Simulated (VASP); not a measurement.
Here is a VASP 6.6.1 calculation.

File INCAR:

```
SYSTEM = SnO
PREC = Accurate
ENCUT = 520
EDIFF = 1E-6
ISMEAR = 0
SIGMA = 0.15
LREAL = .False.
LASPH = .True.
NELM = 60
ALGO = Normal
ISIF = 2
LWAVE = .False.
LCHARG = .False.
NBANDS = 28
```

KPOINTS

```
Automatic mesh
0
Gamma
  10 10 8
  0 0 0
```

The input POSCAR:

```
SnO
1.0
    3.8222000000      0.0000000000      0.0000000000
    0.0000000000      3.8222000000      0.0000000000
    0.0000000000      0.0000000000      4.7726000000
Sn O
2 2
Direct
    0.0000000000      0.5000000000      0.2455950842
    0.5000000000      0.0000000000      0.7544049158
    0.0000000000      0.0000000000      0.0000000000
    0.5000000000      0.5000000000      0.0000000000
```

Potentials or basis: VASP PAW LDA potentials, release 64 (Sn_d, O).

Command:

```console
$ cat potpaw_LDA.64/Sn_d/POTCAR potpaw_LDA.64/O/POTCAR > POTCAR
$ mpirun -np 1 vasp_std > vasp.out
```

Q: Estimate the pressure.

A: -4.6 GPa.

Q: Estimate the largest force.

A: 0.636 eV/Å.

Q: Estimate the band gap on the k mesh.

A: Zero (bands 20 and 21 overlap by 0.06 eV).

Forces in eV/Å, atoms in the order of the input:
```
Sn   0.000  0.000 -0.636
Sn   0.000  0.000  0.636
O    0.000  0.000  0.000
O    0.000  0.000  0.000
```

Caveat: the cell stands under tension; semilocal functionals underestimate gaps, so a narrow gap can read as zero; spin-orbit coupling is left out, which moves the levels of the heavy elements.
